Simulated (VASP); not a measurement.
**Ba2LiB6Os: single point with r2SCAN**

Crystal: Ba2LiB6Os.

```xyz
10
Lattice="0.0000 3.9807 3.9807 3.9807 0.0000 3.9807 3.9807 3.9807 0.0000" Properties=species:S:1:pos:R:3 pbc="T T T"
Li    3.9807    3.9807    3.9807
Ba    1.9904    1.9904    1.9904
Ba    5.9711    5.9711    5.9711
Os    0.0000    0.0000    0.0000
B     1.8550    3.9807    3.9807
B     3.9807    1.8550    3.9807
B     6.1064    3.9807    3.9807
B     3.9807    6.1064    3.9807
B     3.9807    3.9807    1.8550
B     3.9807    3.9807    6.1064
```

```yaml
Program: VASP 6.6.1
Task: single point
Functional: r2SCAN
Potentials_or_basis: VASP PAW PBE potentials, release 64 (Li_sv, Ba_sv, Os_sv_GW, B)
Cutoff: 970 eV
k_mesh: 7 × 7 × 7
Occupations: gaussian, width 0.1688 eV
Spin: no spin polarisation
```

```json
{
 "Pressure": "48.8 GPa",
 "Largest force": "5.038 eV/Å",
 "Band gap on the k mesh": "zero (an odd number of electrons rules out a gap without spin polarisation)"
}
```

Forces on the atoms (eV/Å):
```
Li   0.000  0.000  0.000
Ba   0.000  0.000  0.000
Ba   0.000  0.000  0.000
Os   0.000  0.000  0.000
B    5.038  0.000  0.000
B    0.000  5.038  0.000
B   -5.038  0.000  0.000
B    0.000 -5.038  0.000
B    0.000  0.000  5.038
B    0.000  0.000 -5.038
```

Levels at points of the mesh, in eV from the Fermi level:
```csv
k point,band 25,band 26,band 27,band 28,band 29,band 30,band 31,band 32
"(0.00, 0.00, 0.00)",-2.16,-1.73,-1.73,-1.73,1.25,1.25,1.25,2.58
```

Run time: 17 min on 1 thread of Intel(R) Xeon(R) Platinum 8488C (Sapphire Rapids) (shared host), peak memory 0.74 GiB.

Caveat: the cell stands under pressure; the PAW data sets were made with another functional, which shifts forces and pressure a little; spin-orbit coupling is left out, which moves the levels of the heavy elements; an odd number of electrons without spin polarisation forces a metal; a magnetic or distorted state may lie lower.
